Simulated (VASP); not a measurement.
TiB, 8 atoms in the cell. It takes space group Pnma (No. 62, orthorhombic). The conventional cell has a = 6.106 Å, b = 3.048 Å, c = 4.558 Å, α = 90.00°, β = 90.00°, γ = 90.00°. Ti (site symmetry m) has 7 B at 2.35 to 2.55 Å and 8 Ti at 2.88 to 3.05 Å within 3.1 Å. Within 2.4 Å of B (site symmetry m) lie 2 B at 1.81 Å and 6 Ti at 2.35 to 2.38 Å. 

```yaml
Program: VASP 6.6.1
Task: single point
Functional: r2SCAN
Potentials_or_basis: VASP PAW PBE potentials, release 64 (Ti_sv, B)
Cutoff: 520 eV
k_mesh: 5 × 10 × 7
Occupations: fermi-dirac, width 0.1 eV
Spin: no spin polarisation
Dipole_correction: no
Further_INCAR_settings: ALGO = Normal; EDIFF = 1e-07; NBANDS = 40
```

Potentials or basis: VASP PAW PBE potentials, release 64 (Ti_sv, B).

Run with:

```console
$ cat potpaw_PBE.64/Ti_sv/POTCAR potpaw_PBE.64/B/POTCAR > POTCAR
$ cp INCAR.step1 INCAR
$ mpirun -np 1 vasp_std > vasp.out
$ cp INCAR.step2 INCAR
$ mpirun -np 1 vasp_std > vasp.out
```

Hardware: 1 thread of Intel(R) Xeon(R) 6975P-C (Granite Rapids), on a shared host.

**Question.** How long does it take, and how much memory?

**Answer.** It took 8.2 min on 1 thread of Intel(R) Xeon(R) 6975P-C (Granite Rapids), on a shared host, peak memory 0.33 GiB. Counts: k points 72.
